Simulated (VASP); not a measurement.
# Au (Im-3m) in VASP: a series of runs

Runs on Au. Level: PBEsol. Tasks: relaxation of cell and atoms.

Everything below comes from runs of VASP 6.6.1. Logs are shortened: lines on timing, memory, paths and dates and some standing lists are left out, and cuts for length are marked.

## (1) The cell of the first run

It takes space group Im-3m (No. 229, cubic). Conventional cell: a = 3.230 Å, b = 3.230 Å, c = 3.230 Å, α = 90.00°, β = 90.00°, γ = 90.00°. Au (site symmetry m-3m) has 14 Au at 2.80 to 3.23 Å within 3.7 Å.

This isn't the form of Au at room conditions, which is fcc.

## (2) Relaxation of cell and atoms, PBEsol

Contents of INCAR:

```
ALGO = Normal
EDIFF = 1E-7
EDIFFG = -0.01
ENCUT = 500
GGA = PS
GGA_COMPAT = False
IBRION = 2
ISIF = 3
ISMEAR = -1
LASPH = True
LCHARG = False
LREAL = False
LWAVE = False
NELM = 120
NELMIN = 4
NSW = 60
PREC = Accurate
SIGMA = 0.1
```

Contents of KPOINTS:

```
k-points
0
Gamma
  10 10 10
```

Contents of POSCAR:

```
Au
1.0
    1.6150000000      1.6150000000      1.6150000000
   -1.6150000000      1.6150000000      1.6150000000
   -1.6150000000     -1.6150000000      1.6150000000
Au
1
Direct
    0.0000000000      0.0000000000      0.0000000000
```

Potentials or basis: VASP PAW PBE potentials, release 64 (Au).

Launch:

```
cat potpaw_PBE.64/Au/POTCAR > POTCAR
mpirun -np 1 vasp_std > vasp.out
```

OUTCAR:

```text
EDIFF = 1E-7
   EDIFFG = -0.01
   ENCUT = 500
   GGA = PS
   IBRION = 2
   ISIF = 3
   ISMEAR = -1
   LASPH = True
   LREAL = False
   NELM = 120
   NELMIN = 4
   NSW = 60
   PREC = Accurate

 ion  position               nearest neighbor table
   1  0.000  0.000  0.000-

  LATTYP: Found a body centered cubic cell.
 ALAT       =     3.2300000000

  Lattice vectors:

 A1 = (   1.6150000000,  -1.6150000000,  -1.6150000000)
 A2 = (   1.6150000000,   1.6150000000,   1.6150000000)
 A3 = (  -1.6150000000,  -1.6150000000,   1.6150000000)

Analysis of symmetry for initial positions (statically):
=====================================================================
 Subroutine PRICEL returns:
 Original cell was already a primitive cell.

 Routine SETGRP: Setting up the symmetry group for a
 body centered cubic supercell.

 Subroutine GETGRP returns: Found 48 space group operations
 (whereof 48 operations were pure point group operations)
 out of a pool of 48 trial point group operations.

The static configuration has the point symmetry O_h .

Analysis of symmetry for dynamics (positions and initial velocities):
=====================================================================
 Subroutine PRICEL returns:
 Original cell was already a primitive cell.

 Routine SETGRP: Setting up the symmetry group for a
 body centered cubic supercell.

 Subroutine GETGRP returns: Found 48 space group operations
 (whereof 48 operations were pure point group operations)
 out of a pool of 48 trial point group operations.

The dynamic configuration has the point symmetry O_h .

 Subroutine INISYM returns: Found 48 space group operations
 (whereof 48 operations are pure point group operations),
 and found     1 'primitive' translations

----------------------------------------------------------------------------------------

                                     Primitive cell

  volume of cell :      16.8491

  direct lattice vectors                    reciprocal lattice vectors
     1.615000000  1.615000000  1.615000000     0.309597523  0.000000000  0.309597523
    -1.615000000  1.615000000  1.615000000    -0.309597523  0.309597523  0.000000000
    -1.615000000 -1.615000000  1.615000000     0.000000000 -0.309597523  0.309597523

  length of vectors
     2.797262054  2.797262054  2.797262054     0.437837016  0.437837016  0.437837016
[... 93 lines left out ...]
   EFERMI =   0.00;   METHOD = LEGACY
   ISMEAR =    -1;   SIGMA  =   0.10  broadening in eV -4-tet -1-fermi 0-gaus
   EFERMI_NEDOS =   21; number of points for ismear=-14 and -15
   IALGO  =     38    algorithm
   IMIX   =      4    mixing-type and parameters
     AMIX     =   0.40;   BMIX     =  1.00
     AMIX_MAG =   1.60;   BMIX_MAG =  1.00
  volume/ion in A,a.u.               =      16.85       113.70
  Fermi-wavevector in a.u.,A,eV,Ry     =   1.420190  2.683770 27.442141  2.016940
  Thomas-Fermi vector in A             =   2.541132
   LORBIT       =      0    0 simple, 1 ext, 2 COOP (PROOUT), +10 PAW based schemes
   GGA     = PS    functional components
   LHFCALC =     F    Hartree Fock is set to
   AEXX    =    0.0000 exact exchange contribution
   IVDW    =     0    specifies the selected vdW correction
   LEPSILON=     F    determine dielectric tensor
   LRPA    =     F    only Hartree local field effects (RPA)
 conjugate gradient relaxation of ions
 non-spin polarized calculation
  energy-cutoff  :      500.00
  volume of cell :       16.85
 maximum number of plane-waves:       445
   NGX = 11   NGY = 11   NGZ = 11

--------------------------------------- Ionic step        1  -------------------------------------------

 number of electron      11.0000004 magnetization

 Free energy of the ion-electron system (eV)
  ---------------------------------------------------
  ext. energy  EPLUGINS =         0.00000000
  ---------------------------------------------------
  free energy    TOTEN  =        -3.89501779 eV

  energy without entropy =       -3.88105145  energy(sigma->0) =       -3.88803462

------------------------ aborting loop because EDIFF is reached ----------------------------------------

  FORCE on cell =-STRESS in cart. coord.  units (eV):
  Direction    XX          YY          ZZ          XY          YZ          ZX
  --------------------------------------------------------------------------------------
  -------------------------------------------------------------------------------------
  Total        0.1764730      0.1764730      0.1764730      0.0000000      0.0000000      0.0000000
  in kB       16.7807463     16.7807463     16.7807463      0.0000000      0.0000000      0.0000000
  external PRESSURE =      16.7807463 kB  Pullay stress =       0.0000000 kB
[... 57 lines left out ...]
--------------------------------------- Ionic step        3  -------------------------------------------

 number of electron      11.0000003 magnetization

 Free energy of the ion-electron system (eV)
  ---------------------------------------------------
  ext. energy  EPLUGINS =         0.00000000
  ---------------------------------------------------
  free energy    TOTEN  =        -3.89584256 eV

  energy without entropy =       -3.88151437  energy(sigma->0) =       -3.88867847

 E-fermi :   9.4223     XC(G=0): -12.9003

 val. band max:        9.3898665467   @ k =   0.5000   0.1000   0.0000
 cond. band min:       9.5398974348   @ k =   0.1000   0.5000   0.1000
 fundamental gap:      0.1500308880
 Fermi energy:         9.4223467703

 k-point     1 :       0.0000    0.0000    0.0000
  band No.  band energies     occupation
      1      -0.6198      2.00000
      2       4.4274      2.00000
      3       4.4274      2.00000
      4       4.4274      2.00000
      5       6.3870      2.00000
      6       6.3870      2.00000
      7      25.8115      0.00000
      8      25.8115      0.00000
      9      25.8115      0.00000
[... 265 lines left out ...]
 k-point    24 :       0.5000    0.3000    0.1000
  band No.  band energies     occupation
      1       3.1877      2.00000
      2       3.7562      2.00000
      3       4.5073      2.00000
      4       6.0401      2.00000
      5       6.9057      2.00000
      6      10.4211      0.00009
      7      15.6384      0.00000
      8      18.0763      0.00000
      9      25.5934      0.00000

 [... further k-points ...]

------------------------ aborting loop because EDIFF is reached ----------------------------------------

  FORCE on cell =-STRESS in cart. coord.  units (eV):
  Direction    XX          YY          ZZ          XY          YZ          ZX
  --------------------------------------------------------------------------------------
  -------------------------------------------------------------------------------------
  Total       -0.0003786     -0.0003786     -0.0003786      0.0000000      0.0000000     -0.0000000
  in kB       -0.0356575     -0.0356575     -0.0356575      0.0000000      0.0000000     -0.0000000
  external PRESSURE =      -0.0356575 kB  Pullay stress =       0.0000000 kB
[... 16 lines left out ...]
  FREE ENERGIE OF THE ION-ELECTRON SYSTEM (eV)
  ---------------------------------------------------
  free  energy   TOTEN  =        -3.8958425650 eV

  energy  without entropy=       -3.8815143667  energy(sigma->0) =       -3.88867847

 reached required accuracy - stopping structural energy minimisation
```

Wall time 12 s (1 thread of Intel Xeon Platinum 8259CL at 2.50GHz (Skylake/Cascade Lake), shared host); peak memory 0.13 GiB.

What came out:

- Free energy: -3.8958 eV
- Relaxed volume: 17.01 Å³/atom
- Relaxed cell: a = 2.806 Å, b = 2.806 Å, c = 2.806 Å, α = 70.53°, β = 109.47°, γ = 70.53°
- Space group after relaxing (to 0.1 Å): Im-3m (No. 229)
- Energy gained by relaxing: 0.8 meV/atom
- Ionic steps: 3
- Pressure after relaxing: 0.0 GPa
- Band gap on the k mesh: zero (an odd number of electrons rules out a gap without spin polarisation)

The path:
```
step  energy change (eV)  largest force (eV/Å)  pressure (GPa)  volume (Å³)
   1              0.0000                0.0000            1.68        16.85
   2              0.0015                0.0000           -2.63        17.28
   3             -0.0008                0.0000            0.00        17.01
```

Final structure:
```xyz
1
Lattice="1.6201 1.6201 1.6201 -1.6201 1.6201 1.6201 -1.6201 -1.6201 1.6201" Properties=species:S:1:pos:R:3 pbc="T T T"
Au    0.0000    0.0000    0.0000
```

Caveat: the PAW data sets were made with another functional, which shifts forces and pressure a little; spin-orbit coupling is left out, which moves the levels of the heavy elements.

## (3) Relaxation of cell and atoms, PBEsol

This run uses another cell than the first one, of 17.04 Å³/atom.

Contents of INCAR:

```
PREC     = Accurate       # precision mode
ENCUT    = 500            # plane-wave cutoff, eV
EDIFF    = 1E-7           # SCF threshold, eV
ISMEAR   = -1             # smearing method
SIGMA    = 0.1            # smearing width, eV
LREAL    = False          # projectors in reciprocal space
LASPH    = True           # aspherical terms in the spheres
NELM     = 120            # most SCF steps
ALGO     = Normal         # electronic algorithm
ISIF     = 3              # what is computed and relaxed
LWAVE    = False          # write WAVECAR
LCHARG   = False          # write CHGCAR
GGA      = PS             # functional
IBRION   = 2              # ionic algorithm
NSW      = 60             # ionic steps
EDIFFG   = -0.01          # ionic threshold
GGA_COMPAT= False        
NELMIN   = 4
```

Contents of KPOINTS:

```
regular mesh
0
Gamma
  10 10 10
```

Contents of POSCAR:

```
Au
1.0
    1.6209557154      1.6209557154      1.6209557154
   -1.6209557154      1.6209557154      1.6209557154
   -1.6209557154     -1.6209557154      1.6209557154
Au
1
Direct
    0.0000000000      0.0000000000      0.0000000000
```

Potentials or basis: VASP PAW PBE potentials, release 64 (Au).

Launch:

```
cat potpaw_PBE.64/Au/POTCAR > POTCAR
mpirun -np 1 vasp_std > vasp.out
```

OUTCAR:

```text
PREC = Accurate
   ENCUT = 500
   EDIFF = 1E-7
   ISMEAR = -1
   LREAL = False
   LASPH = True
   NELM = 120
   ISIF = 3
   GGA = PS
   IBRION = 2
   NSW = 60
   EDIFFG = -0.01
   NELMIN = 4

 ion  position               nearest neighbor table
   1  0.000  0.000  0.000-

  LATTYP: Found a body centered cubic cell.
 ALAT       =     3.2419114308

  Lattice vectors:

 A1 = (   1.6209557154,  -1.6209557154,  -1.6209557154)
 A2 = (   1.6209557154,   1.6209557154,   1.6209557154)
 A3 = (  -1.6209557154,  -1.6209557154,   1.6209557154)

Analysis of symmetry for initial positions (statically):
=====================================================================
 Subroutine PRICEL returns:
 Original cell was already a primitive cell.

 Routine SETGRP: Setting up the symmetry group for a
 body centered cubic supercell.

 Subroutine GETGRP returns: Found 48 space group operations
 (whereof 48 operations were pure point group operations)
 out of a pool of 48 trial point group operations.

The static configuration has the point symmetry O_h .

Analysis of symmetry for dynamics (positions and initial velocities):
=====================================================================
 Subroutine PRICEL returns:
 Original cell was already a primitive cell.

[... 221 lines left out ...]
--------------------------------------- Ionic step        3  -------------------------------------------

 number of electron      11.0000003 magnetization

 Free energy of the ion-electron system (eV)
  ---------------------------------------------------
  ext. energy  EPLUGINS =         0.00000000
  ---------------------------------------------------
  free energy    TOTEN  =        -3.89598101 eV

  energy without entropy =       -3.88165464  energy(sigma->0) =       -3.88881782

 E-fermi :   9.4233     XC(G=0): -12.9006

 val. band max:        9.3907811413   @ k =   0.5000   0.1000   0.0000
 cond. band min:       9.5408793682   @ k =   0.1000   0.5000   0.1000
 fundamental gap:      0.1500982269
 Fermi energy:         9.4232942514

 k-point     1 :       0.0000    0.0000    0.0000
  band No.  band energies     occupation
      1      -0.6195      2.00000
      2       4.4280      2.00000
      3       4.4280      2.00000
      4       4.4280      2.00000
      5       6.3878      2.00000
      6       6.3878      2.00000
      7      25.8125      0.00000
      8      25.8125      0.00000
      9      25.8125      0.00000
[... 265 lines left out ...]
 k-point    24 :       0.5000    0.3000    0.1000
  band No.  band energies     occupation
      1       3.1882      2.00000
      2       3.7567      2.00000
      3       4.5079      2.00000
      4       6.0408      2.00000
      5       6.9065      2.00000
      6      10.4221      0.00009
      7      15.6397      0.00000
      8      18.0776      0.00000
      9      25.5947      0.00000

 [... further k-points ...]

------------------------ aborting loop because EDIFF is reached ----------------------------------------

  FORCE on cell =-STRESS in cart. coord.  units (eV):
  Direction    XX          YY          ZZ          XY          YZ          ZX
  --------------------------------------------------------------------------------------
  -------------------------------------------------------------------------------------
  Total        0.0007618      0.0007618      0.0007618      0.0000000      0.0000000      0.0000000
  in kB        0.0717626      0.0717626      0.0717626      0.0000000      0.0000000      0.0000000
  external PRESSURE =       0.0717626 kB  Pullay stress =       0.0000000 kB
[... 16 lines left out ...]
  FREE ENERGIE OF THE ION-ELECTRON SYSTEM (eV)
  ---------------------------------------------------
  free  energy   TOTEN  =        -3.8959810065 eV

  energy  without entropy=       -3.8816546366  energy(sigma->0) =       -3.88881782

 reached required accuracy - stopping structural energy minimisation
```

OSZICAR:

```text
N       E                     dE             d eps       ncg     rms          rms(c)
DAV:   1     0.416602632709E+02    0.41660E+02   -0.56004E+03   918   0.104E+03
DAV:   2    -0.395050820069E+01   -0.45611E+02   -0.43073E+02   873   0.198E+02
DAV:   3    -0.425705452249E+01   -0.30655E+00   -0.30570E+00   966   0.178E+01
[... 17 lines left out ...]
DAV:   1    -0.389685004661E+01   -0.93280E-03   -0.18296E-02   851   0.151E+00    0.177E-01
DAV:   2    -0.389601863320E+01    0.83141E-03   -0.28988E-03   849   0.517E-01    0.725E-02
DAV:   3    -0.389598264487E+01    0.35988E-04   -0.16648E-04   872   0.118E-01    0.532E-02
DAV:   4    -0.389598101044E+01    0.16344E-05   -0.61522E-06   886   0.211E-02    0.758E-04
DAV:   5    -0.389598100646E+01    0.39805E-08   -0.10346E-07   736   0.309E-03
   3 F= -.38959810E+01 E0= -.38888178E+01  d E =-.246537E-04
```

CONTCAR:

```text
Au
   1.00000000000000
     1.6200766627439458    1.6200766627439458    1.6200766627439458
    -1.6200766627439458    1.6200766627439458    1.6200766627439458
    -1.6200766627439458   -1.6200766627439458    1.6200766627439458
  Au
     1
Direct
     0.0000000000000000    0.0000000000000000    0.0000000000000000

  0.00000000E+00  0.00000000E+00  0.00000000E+00
```

Run time: 10 s. Hardware: 1 thread of Intel Xeon Platinum 8259CL at 2.50GHz (Skylake/Cascade Lake), shared host; peak memory 0.13 GiB.

Results:

```
Free energy                           : -3.8960 eV
Relaxed volume                        : 17.01 Å³/atom
Relaxed cell                          : a = 2.806 Å, b = 2.806 Å, c = 2.806 Å, α = 70.53°, β = 109.47°, γ = 70.53°
Space group after relaxing (to 0.1 Å) : Im-3m (No. 229)
Energy gained by relaxing             : 0.0 meV/atom
Ionic steps                           : 3
Pressure after relaxing               : 0.0 GPa
Band gap on the k mesh                : zero (an odd number of electrons rules out a gap without spin polarisation)
```

Final structure:
```
Au
1.0
     1.62008    1.62008    1.62008
    -1.62008    1.62008    1.62008
    -1.62008   -1.62008    1.62008
Au
1
Direct
  0.00000 0.00000 0.00000
```

Levels at points of the mesh, in eV from the Fermi level:
```tsv
k point	band 3	band 4	band 5	band 6	band 7	band 8	band 9
(0.00, 0.00, 0.00)	-5.00	-5.00	-3.04	-3.04	16.39	16.39	16.39
(0.50, 0.00, 0.00)	-3.18	-2.83	-1.48	-0.82	3.45	12.24	13.79
(0.50, 0.50, 0.50)	-1.87	-1.87	-1.87	6.14	6.14	6.14	9.61
```

Caveat: the PAW data sets were made with another functional, which shifts forces and pressure a little; spin-orbit coupling is left out, which moves the levels of the heavy elements.
